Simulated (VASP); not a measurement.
# TiW: single point with LDA

Crystal: TiW.

```xyz
2
Lattice="1.5722 -2.2242 0.0000 1.5722 2.2242 0.0000 0.0000 0.0000 4.4077" Properties=species:S:1:pos:R:3 pbc="T T T"
Ti    0.0000    0.0000    0.0000
W     1.5722    0.0000    2.2039
```

* Program: VASP 6.6.1
* Task: single point
* Functional: LDA
* Potentials or basis: VASP PAW LDA potentials, release 64 (Ti_sv, W_sv)
* Cutoff: 520 eV
* k mesh: 11 × 11 × 7
* Occupations: fermi-dirac, width 0.1 eV
* Spin: no spin polarisation

```
Pressure               : -1.6 GPa
Band gap on the k mesh : zero (band 13 reaches 11.42 eV, above the bottom of band 14 at 9.39 eV)
```

Stress tensor (GPa, compression positive):
```
-2.38  0.00  0.00
 0.00 -0.46  0.00
 0.00  0.00 -1.83
```

Levels at points of the mesh, in eV from the Fermi level:
| k point | band 11 | band 12 | band 13 | band 14 | band 15 | band 16 |
| --- | --- | --- | --- | --- | --- | --- |
| (0.00, 0.00, 0.00) | -2.18 | 0.30 | 0.44 | 0.65 | 1.79 | 3.02 |

It took 65 s on 1 thread of Intel(R) Xeon(R) Platinum 8259CL CPU @ 2.50GHz (Skylake/Cascade Lake), with other jobs on the host, peak memory 0.2 GiB.

Caveat: spin-orbit coupling is left out, which moves the levels of the heavy elements.
